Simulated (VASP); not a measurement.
# Re (Fm-3m) in VASP: a series of runs, part 2 of 3

VASP 6.6.1.

### 3 Single point, PBE, collinear spin

Contents of INCAR:

```
SYSTEM = Re
PREC = Accurate ; ENCUT = 520
EDIFF = 1E-7 ; ISMEAR = -1
SIGMA = 0.1 ; LREAL = .False.
LASPH = .True. ; NELM = 150
ALGO = Normal ; ISIF = 2
LWAVE = .False. ; LCHARG = .False.
ISPIN = 2 ; MAGMOM = 0.05
LORBIT = 11 ; NUPDOWN = 0.05
LMAXMIX = 4 ; GGA = PE
NBANDS = 14
```

Contents of KPOINTS:

```
Automatic mesh
0
Gamma
  17 17 17
  0 0 0
```

Contents of POSCAR:

```
Re
1.0
    0.0000000000      1.9750000000      1.9750000000
    1.9750000000      0.0000000000      1.9750000000
    1.9750000000      1.9750000000      0.0000000000
Re
1
Direct
    0.0000000000      0.0000000000      0.0000000000
```

Potentials or basis: VASP PAW PBE potentials, release 64 (Re).

On the command line:

```sh
> cat potpaw_PBE.64/Re/POTCAR > POTCAR
> mpirun -np 1 vasp_std > vasp.out
```

OUTCAR:

```text
SYSTEM = Re
   PREC = Accurate
   ENCUT = 520
   EDIFF = 1E-7
   ISMEAR = -1
   LREAL = .False.
   LASPH = .True.
   NELM = 150
   ISIF = 2
   ISPIN = 2
   LORBIT = 11
   NUPDOWN = 0.05
   GGA = PE

 ion  position               nearest neighbor table
   1  0.000  0.000  0.000-

  LATTYP: Found a face centered cubic cell.
 ALAT       =     3.9500000000

  Lattice vectors:

 A1 = (   0.0000000000,   1.9750000000,   1.9750000000)
 A2 = (   1.9750000000,   0.0000000000,   1.9750000000)
 A3 = (   1.9750000000,   1.9750000000,   0.0000000000)

Analysis of symmetry for initial positions (statically):
=====================================================================
 Subroutine PRICEL returns:
 Original cell was already a primitive cell.

 Routine SETGRP: Setting up the symmetry group for a
 face centered cubic supercell.

 Subroutine GETGRP returns: Found 48 space group operations
 (whereof 48 operations were pure point group operations)
 out of a pool of 48 trial point group operations.

The static configuration has the point symmetry O_h .

Analysis of symmetry for dynamics (positions and initial velocities):
=====================================================================
 Subroutine PRICEL returns:
 Original cell was already a primitive cell.

 Routine SETGRP: Setting up the symmetry group for a
 face centered cubic supercell.

 Subroutine GETGRP returns: Found 48 space group operations
 (whereof 48 operations were pure point group operations)
 out of a pool of 48 trial point group operations.

The dynamic configuration has the point symmetry O_h .

Analysis of structural, dynamic, and magnetic symmetry:
=====================================================================
 Subroutine PRICEL returns:
 Original cell was already a primitive cell.

 Routine SETGRP: Setting up the symmetry group for a
 face centered cubic supercell.

 Subroutine GETGRP returns: Found 48 space group operations
 (whereof 48 operations were pure point group operations)
 out of a pool of 48 trial point group operations.

The overall configuration has the point symmetry O_h .
[... 161 lines left out ...]
      6       8.7459      0.00001
      7      21.4475      0.00000
      8      26.8381      0.00000
      9      26.8381      0.00000
     10      26.8381      0.00000
     11      31.0159      0.00000
     12      42.4831      0.00000
     13      42.4832      0.00000
     14      42.4834      0.00000
[... 379 lines left out ...]
      3       6.1694      1.00000
      4       6.1862      1.00000
      5       8.2118      0.00310
      6       8.8118      0.00001
      7      23.0891      0.00000
      8      24.1608      0.00000
      9      27.6104      0.00000
     10      28.9609      0.00000
     11      33.9730      0.00000
     12      36.8938      0.00000
     13      37.8955      0.00000
     14      39.9133      0.00000

 [... further k-points ...]

 spin component 2

 k-point     1 :       0.0000    0.0000    0.0000
  band No.  band energies     occupation
      1      -2.2076      1.00000
      2       5.8075      1.00000
      3       5.8075      1.00000
      4       5.8075      1.00000
      5       8.7887      0.00000
      6       8.7887      0.00000
      7      21.4599      0.00000
      8      26.8703      0.00000
      9      26.8703      0.00000
     10      26.8703      0.00000
     11      31.0221      0.00000
     12      42.5164      0.00000
     13      42.5165      0.00000
     14      42.5710      0.00000
[... 379 lines left out ...]
      3       6.1958      1.00000
      4       6.2133      1.00000
      5       8.2539      0.00099
      6       8.8534      0.00000
      7      23.1029      0.00000
      8      24.1844      0.00000
      9      27.6425      0.00000
     10      28.9931      0.00000
     11      33.9922      0.00000
     12      36.9119      0.00000
     13      37.9166      0.00000
     14      39.9375      0.00000

 [... further k-points ...]

------------------------ aborting loop because EDIFF is reached ----------------------------------------

  FORCE on cell =-STRESS in cart. coord.  units (eV):
  Direction    XX          YY          ZZ          XY          YZ          ZX
  --------------------------------------------------------------------------------------
  -------------------------------------------------------------------------------------
  Total       -0.9302179     -0.9302179     -0.9302179      0.0000000      0.0000000      0.0000000
  in kB      -96.7306267    -96.7306267    -96.7306267      0.0000000      0.0000000      0.0000000
  external PRESSURE =     -96.7306267 kB  Pullay stress =       0.0000000 kB

 VOLUME and BASIS-vectors are now :
 -----------------------------------------------------------------------------
  energy-cutoff  :      520.00
  volume of cell :       15.41
      direct lattice vectors                 reciprocal lattice vectors
     0.000000000  1.975000000  1.975000000    -0.253164557  0.253164557  0.253164557
     1.975000000  0.000000000  1.975000000     0.253164557 -0.253164557  0.253164557
     1.975000000  1.975000000  0.000000000     0.253164557  0.253164557 -0.253164557

 POSITION                                       TOTAL-FORCE (eV/Angst)
 -----------------------------------------------------------------------------------
      0.00000      0.00000      0.00000         0.000000      0.000000      0.000000
 -----------------------------------------------------------------------------------
    total drift:                               -0.000000     -0.000000      0.000000

  FREE ENERGIE OF THE ION-ELECTRON SYSTEM (eV)
  ---------------------------------------------------
  free  energy   TOTEN  =       -12.3626151875 eV

  energy  without entropy=      -12.3318695759  energy(sigma->0) =      -12.34724238

 total charge

# of ion       s       p       d       tot
------------------------------------------
    1        0.602   0.636   4.749   5.988

 magnetization (x)

# of ion       s       p       d       tot
------------------------------------------
    1        0.001   0.004   0.042   0.047
```

OSZICAR:

```text
N       E                     dE             d eps       ncg     rms          rms(c)
DAV:   1     0.690026138210E+01    0.69003E+01   -0.32359E+03 15100   0.547E+02
DAV:   2    -0.128756725065E+02   -0.19776E+02   -0.18609E+02 15678   0.165E+02
DAV:   3    -0.131005210721E+02   -0.22485E+00   -0.22436E+00 13956   0.137E+01
DAV:   4    -0.131007115714E+02   -0.19050E-03   -0.19047E-03 11806   0.264E-01
DAV:   5    -0.131007144312E+02   -0.28598E-05   -0.28599E-05 14276   0.281E-02    0.276E+01
DAV:   6    -0.125502591348E+02    0.55046E+00   -0.36251E-01 15600   0.134E+01    0.106E+01
DAV:   7    -0.123691763237E+02    0.18108E+00   -0.26408E-01 15702   0.107E+01    0.919E-01
DAV:   8    -0.123630759545E+02    0.61004E-02   -0.38311E-03 13756   0.455E-01    0.341E-01
DAV:   9    -0.123626955530E+02    0.38040E-03   -0.14712E-04 14328   0.848E-02    0.101E-01
DAV:  10    -0.123626087553E+02    0.86798E-04   -0.76268E-05 12772   0.605E-02    0.168E-02
DAV:  11    -0.123626150878E+02   -0.63325E-05   -0.58322E-06 14092   0.143E-02    0.493E-03
DAV:  12    -0.123626151875E+02   -0.99719E-07   -0.39861E-07 13714   0.485E-03
   1 F= -.12362615E+02 E0= -.12347242E+02  d E =-.307456E-01  mag=     0.0500
```

stdout:

```text
POSCAR found type information on POSCAR Re
 POSCAR found :  1 types and       1 ions
 scaLAPACK will be used
 LDA part: xc-table for (Slater+PW92), standard interpolation
 POSCAR, INCAR and KPOINTS ok, starting setup
 FFT: planning ... GRIDC
 FFT: planning ... GRID_SOFT
 FFT: planning ... GRID
 WAVECAR not read
 entering main loop
```

Run time: 88 s. Hardware: 1 thread of AMD EPYC 9R14 (Zen 4), shared host; peak memory 0.15 GiB.

Results:

- Free energy: -12.3626 eV
- Pressure: -9.7 GPa
- Net moment: 0.05 μB per cell
- Site moments: Re +0.05 μB
- Valence electrons inside the program's atomic spheres: Re 5.99

Caveat: the cell stands under tension; the total moment is fixed, so each spin has its own Fermi level.

### 4 Single point, PBE, collinear spin

Contents of INCAR:

```
ALGO = Normal ; EDIFF = 1E-7
ENCUT = 520 ; GGA = PE
ISIF = 2 ; ISMEAR = -1
ISPIN = 2 ; LASPH = True
LCHARG = True ; LELF = True
LMAXMIX = 4 ; LORBIT = 11
LREAL = False ; LVHAR = True
LWAVE = False ; MAGMOM = 0.15
NBANDS = 14 ; NELM = 150
NUPDOWN = 0.15 ; PREC = Accurate
SIGMA = 0.1
```

Contents of KPOINTS:

```
k-points
0
Gamma
  17 17 17
```

POSCAR is that of step 3.

Potentials or basis: VASP PAW PBE potentials, release 64 (Re).

On the command line:

```sh
> cat potpaw_PBE.64/Re/POTCAR > POTCAR
> mpirun -np 1 vasp_std > vasp.out
```

OUTCAR:

```text
EDIFF = 1E-7
   ENCUT = 520
   GGA = PE
   ISIF = 2
   ISMEAR = -1
   ISPIN = 2
   LASPH = True
   LORBIT = 11
   LREAL = False
   NELM = 150
   NUPDOWN = 0.15
   PREC = Accurate

 ion  position               nearest neighbor table
   1  0.000  0.000  0.000-

  LATTYP: Found a face centered cubic cell.
 ALAT       =     3.9500000000

  Lattice vectors:

 A1 = (   0.0000000000,   1.9750000000,   1.9750000000)
 A2 = (   1.9750000000,   0.0000000000,   1.9750000000)
 A3 = (   1.9750000000,   1.9750000000,   0.0000000000)

Analysis of symmetry for initial positions (statically):
=====================================================================
 Subroutine PRICEL returns:
 Original cell was already a primitive cell.

 Routine SETGRP: Setting up the symmetry group for a
 face centered cubic supercell.

 Subroutine GETGRP returns: Found 48 space group operations
 (whereof 48 operations were pure point group operations)
 out of a pool of 48 trial point group operations.

The static configuration has the point symmetry O_h .

Analysis of symmetry for dynamics (positions and initial velocities):
=====================================================================
 Subroutine PRICEL returns:
 Original cell was already a primitive cell.

 Routine SETGRP: Setting up the symmetry group for a
 face centered cubic supercell.

 Subroutine GETGRP returns: Found 48 space group operations
 (whereof 48 operations were pure point group operations)
 out of a pool of 48 trial point group operations.

The dynamic configuration has the point symmetry O_h .

Analysis of structural, dynamic, and magnetic symmetry:
=====================================================================
 Subroutine PRICEL returns:
 Original cell was already a primitive cell.

 Routine SETGRP: Setting up the symmetry group for a
 face centered cubic supercell.

 Subroutine GETGRP returns: Found 48 space group operations
 (whereof 48 operations were pure point group operations)
 out of a pool of 48 trial point group operations.
[... 161 lines left out ...]
      4       5.7560      1.00000
      5       8.7054      0.00004
      6       8.7054      0.00004
      7      21.4343      0.00000
      8      26.8062      0.00000
      9      26.8062      0.00000
     10      26.8062      0.00000
     11      31.0086      0.00000
     12      42.4527      0.00000
     13      42.4534      0.00000
     14      42.4743      0.00000
[... 379 lines left out ...]
      3       6.1441      1.00000
      4       6.1603      1.00000
      5       8.1718      0.00862
      6       8.7722      0.00002
      7      23.0746      0.00000
      8      24.1372      0.00000
      9      27.5787      0.00000
     10      28.9291      0.00000
     11      33.9538      0.00000
     12      36.8755      0.00000
     13      37.8748      0.00000
     14      39.8896      0.00000

 [... further k-points ...]

 spin component 2

 k-point     1 :       0.0000    0.0000    0.0000
  band No.  band energies     occupation
      1      -2.1836      1.00000
      2       5.8352      1.00000
      3       5.8352      1.00000
      4       5.8352      1.00000
      5       8.8329      0.00000
      6       8.8329      0.00000
      7      21.4721      0.00000
      8      26.9024      0.00000
      9      26.9024      0.00000
     10      26.9024      0.00000
     11      31.0281      0.00000
     12      42.5522      0.00000
     13      42.5524      0.00000
     14      42.5910      0.00000
[... 379 lines left out ...]
      3       6.2237      1.00000
      4       6.2418      1.00000
      5       8.2974      0.00026
      6       8.8967      0.00000
      7      23.1167      0.00000
      8      24.2079      0.00000
      9      27.6746      0.00000
     10      29.0254      0.00000
     11      34.0117      0.00000
     12      36.9304      0.00000
     13      37.9384      0.00000
     14      39.9625      0.00000

 [... further k-points ...]

------------------------ aborting loop because EDIFF is reached ----------------------------------------

  FORCE on cell =-STRESS in cart. coord.  units (eV):
  Direction    XX          YY          ZZ          XY          YZ          ZX
  --------------------------------------------------------------------------------------
  -------------------------------------------------------------------------------------
  Total       -0.9180041     -0.9180041     -0.9180041      0.0000000      0.0000000      0.0000000
  in kB      -95.4605412    -95.4605412    -95.4605412      0.0000000      0.0000000      0.0000000
  external PRESSURE =     -95.4605412 kB  Pullay stress =       0.0000000 kB

 VOLUME and BASIS-vectors are now :
 -----------------------------------------------------------------------------
  energy-cutoff  :      520.00
  volume of cell :       15.41
      direct lattice vectors                 reciprocal lattice vectors
     0.000000000  1.975000000  1.975000000    -0.253164557  0.253164557  0.253164557
     1.975000000  0.000000000  1.975000000     0.253164557 -0.253164557  0.253164557
     1.975000000  1.975000000  0.000000000     0.253164557  0.253164557 -0.253164557

 POSITION                                       TOTAL-FORCE (eV/Angst)
 -----------------------------------------------------------------------------------
      0.00000      0.00000      0.00000         0.000000      0.000000      0.000000
 -----------------------------------------------------------------------------------
    total drift:                               -0.000000      0.000000     -0.000000

  FREE ENERGIE OF THE ION-ELECTRON SYSTEM (eV)
  ---------------------------------------------------
  free  energy   TOTEN  =       -12.3552701765 eV

  energy  without entropy=      -12.3248678890  energy(sigma->0) =      -12.34006903

 total charge

# of ion       s       p       d       tot
------------------------------------------
    1        0.602   0.636   4.750   5.988

 magnetization (x)

# of ion       s       p       d       tot
------------------------------------------
    1        0.002   0.011   0.127   0.140
```

Wall time 96 s (1 thread of AMD EPYC 9R14 (Zen 4), shared host); peak memory 0.16 GiB.

What came out:

- Free energy: -12.3553 eV
- Pressure: -9.5 GPa
- Net moment: 0.15 μB per cell
- Site moments: Re +0.14 μB
- Valence electrons inside the program's atomic spheres: Re 5.99

Caveat: the cell stands under tension; the total moment is fixed, so each spin has its own Fermi level.

(Continued in part 3 of 3.)
